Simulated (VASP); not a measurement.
Input of a VASP 6.6.1 run:

Contents of INCAR:

```
SYSTEM = KI
PREC = Accurate
ENCUT = 500
EDIFF = 1E-6
ISMEAR = 0
SIGMA = 0.1
LREAL = .False.
LASPH = .True.
NELM = 120
ALGO = Normal
ISIF = 2
LWAVE = .False.
LCHARG = .False.
GGA = PE
NBANDS = 15
GGA_COMPAT = .False.
```

Contents of KPOINTS:

```
Automatic mesh
0
Gamma
  3 3 3
  0 0 0
```

The input POSCAR:

```
KI
1.0
    0.0000000000      3.5424356157      3.5424356157
    3.5424356157      0.0000000000      3.5424356157
    3.5424356157      3.5424356157      0.0000000000
K I
1 1
Direct
    0.0000000000      0.0000000000      0.0000000000
    0.5000000000      0.5000000000      0.5000000000
```

Potentials or basis: VASP PAW PBE potentials, release 64 (K_sv, I).

Command:

```sh
$ cat potpaw_PBE.64/K_sv/POTCAR potpaw_PBE.64/I/POTCAR > POTCAR
$ mpirun -np 1 vasp_std > vasp.out
```

What does it give for the band gap on the k mesh?

3.94 eV, direct.

Estimate the pressure.

0.6 GPa.

Caveat: the k points lie up to 0.51 Å⁻¹ apart; spin-orbit coupling is left out, which moves the levels of the heavy elements. As with any semilocal functional, this PBE gap is likely too small.
